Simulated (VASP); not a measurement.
Wanted: the native input for a VASP 6.6.1 run.

* Task: electric field gradients
* Functional: PBE
* Potentials or basis: VASP PAW PBE potentials, release 64 (Pb_d)
* Cutoff: 520 eV
* k mesh: 13 × 13 × 13
* Occupations: fermi-dirac, width 0.08 eV
* Spin: no spin polarisation
* Dipole correction: no
* Further INCAR settings: ALGO = Normal; EDIFF = 1e-08; NBANDS = 13

The structure of Pb lies in POSCAR:

```
Pb
1.0
    0.0000000000      2.4364202325      2.4364202325
    2.4364202325      0.0000000000      2.4364202325
    2.4364202325      2.4364202325      0.0000000000
Pb
1
Direct
    0.0000000000      0.0000000000      0.0000000000
```

This cell differs from its parent crystal: volume scaled by 0.96.

These files were run (other wordings do the same):

INCAR

```
PREC = Accurate
ENCUT = 520
EDIFF = 1E-8
ISMEAR = -1
SIGMA = 0.08
LREAL = F
LASPH = T
NELM = 100
ALGO = Normal
ISIF = 2
LWAVE = F
LCHARG = F
GGA = PE
LEFG = T
NBANDS = 13
```

KPOINTS

```
Automatic mesh
0
Gamma
  13 13 13
```

Potentials or basis: VASP PAW PBE potentials, release 64 (Pb_d).

Run with:

```console
$ cat potpaw_PBE.64/Pb_d/POTCAR > POTCAR
$ mpirun -np 1 vasp_std > vasp.out
```

It gave:

| Item | Value |
| --- | --- |
| Pressure | 5.0 GPa |
| Band gap on the k mesh | zero (band 7 reaches 15.62 eV, above the bottom of band 8 at 6.06 eV) |

Caveat: without QUAD_EFG the Cq values of the log hold for a quadrupole moment of 1 mb, not for the nuclei; spin-orbit coupling is left out, which moves the levels of the heavy elements.

Wall time 59 s on 1 thread of Intel Xeon 6975P-C (shared host), peak memory 0.17 GiB.
